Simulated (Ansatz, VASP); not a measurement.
Hf in VASP and in Ansatz

POSCAR

```
Hf
1.0
    0.0000000000      2.2441030963      2.2441030963
    2.2441030963      0.0000000000      2.2441030963
    2.2441030963      2.2441030963      0.0000000000
Hf
1
Direct
    0.0000000000      0.0000000000      0.0000000000
```

Contents of INCAR.step1:

```
  ALGO = Normal
  EDIFF = 1E-4
  ENCUT = 600
  GGA = PE
  ISMEAR = 0
  LASPH = T
  LCHARG = F
  LREAL = F
  LWAVE = T
  NELM = 100
  PREC = Accurate
  SIGMA = 0.1
```

INCAR.step2

```
  ALGO = Normal
  EDIFF = 1E-7
  EDIFFG = -0.01
  ENCUT = 600
  IBRION = 2
  ISIF = 3
  ISMEAR = 0
  ISTART = 1
  LASPH = T
  LCHARG = F
  LMIXTAU = T
  LREAL = F
  LWAVE = F
  METAGGA = R2SCAN
  NELM = 100
  NSW = 80
  PREC = Accurate
  SIGMA = 0.1
```

The input KPOINTS:

```
k-points
0
Gamma
  16 16 16
```

Input for Ansatz:

```yaml
crystal:
  lattice:
    - [0.0, 2.2441030966, 2.2441030966]
    - [2.2441030966, 0.0, 2.2441030966]
    - [2.2441030966, 2.2441030966, 0.0]
  atoms:
    - { symbol: Hf, position: [0.0, 0.0, 0.0] }
basis:
  ecutwfc: 500
kpoints:
  mp_grid: { grid: [16, 16, 16] }
hamiltonian:
  xc: r2scan
scf:
  occupations: { method: gaussian, width: 0.1 }
output:
  forces: true
  stress: true
  eigenvalues: true
relax:
  adjacent_minimum: "off"
  f_tol: 0.01
  max_steps: 60
  cell: { stress_tol: 0.1 }
```

Alike in both runs: task relaxation of cell and atoms; functional r2SCAN; k mesh 16 × 16 × 16; occupations gaussian, width 0.1 eV; no spin polarisation.

```csv
,VASP,Ansatz
version,VASP 6.6.1,Ansatz 0.2.0
potentials or method,"VASP PAW PBE potentials, release 64 (Hf_pv), cutoff 600 eV","scalar-relativistic, plane waves, PAW"
valence electrons in the cell,10,26
```

VASP gave:

* gap on the k mesh at the Fermi level, each at its own relaxed structure (eV): none
* relaxed volume (Å³/atom): 22.36
* relaxed length of the cell vector where the two differ most in proportion (Å): 3.162

Estimate Ansatz's values.

gap on the k mesh at the Fermi level, each at its own relaxed structure (eV): none; relaxed volume (Å³/atom): 22.47; relaxed length of the cell vector where the two differ most in proportion (Å): 3.167.

VASP's potentials were made for PBE, not for r2SCAN. A gap of «none» marks a metal or a gap that the smearing closes. VASP's potentials hold 10 valence electrons a cell and Ansatz's 26, so a difference there can come from the potentials and not from the codes.

Neither program's run includes spin-orbit coupling.
